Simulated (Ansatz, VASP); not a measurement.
**SnTe in VASP and in Ansatz**

```xyz
2
Lattice="3.9047 0.0000 0.0000 0.0000 3.9047 0.0000 0.0000 0.0000 3.9047" Properties=species:S:1:pos:R:3 pbc="T T T"
Te    1.9524    1.9524    1.9524
Sn    0.0000    0.0000    0.0000
```

Alike in both runs: task single point; functional HSE06; k mesh 4 × 4 × 4; occupations fermi-dirac, width 0.05 eV; no spin polarisation.

|  | VASP | Ansatz |
| --- | --- | --- |
| version | VASP 6.6.1 | Ansatz 0.2.0 |
| potentials or method | VASP PAW PBE potentials, release 64 (Te, Sn_d) | Ansatz PAW |
| plane-wave cutoff (eV) | 520 | 420 |
| valence electrons in the cell | 20 | 30 |

```tsv
	VASP	Ansatz	Ansatz less VASP
gap on the k mesh at the Fermi level (eV)	none	none	-
pressure (GPa)	-0.9	-0.8	+0.11
```

A gap of «none» marks a metal or a gap that the smearing closes. VASP's potentials hold 20 valence electrons a cell and Ansatz's 30, so a difference there can come from the potentials and not from the codes.

The k mesh is coarse, so the values compare programs but aren't converged. Neither program's run includes spin-orbit coupling.
